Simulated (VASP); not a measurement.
Crystal: MgS (Niningerite).

```
S Mg
1.0
     0.00000    2.58419    2.58419
     2.58419    0.00000    2.58419
     2.58419    2.58419    0.00000
S Mg
1 1
Direct
  0.50000 0.50000 0.50000
  0.00000 0.00000 0.00000
```

Program: VASP 6.6.1. Alike in all runs: task single point; no spin polarisation; cell as given; k mesh 9 × 9 × 9; cutoff (eV) 520; smearing fermi-dirac 0.05 eV.

Q: Order these runs on this cell by their pressure, lowest first.
A. level PBE; potentials or basis VASP PAW PBE potentials, release 64 (S, Mg)
B. level PBEsol; potentials or basis VASP PAW PBE potentials, release 64 (S, Mg)
C. level LDA; potentials or basis VASP PAW LDA potentials, release 64 (S, Mg)

A: C (-2.4 GPa), B (0.4 GPa), A (2.5 GPa).

Caveats: the PAW data sets were made with another functional, which shifts forces and pressure a little (some runs).
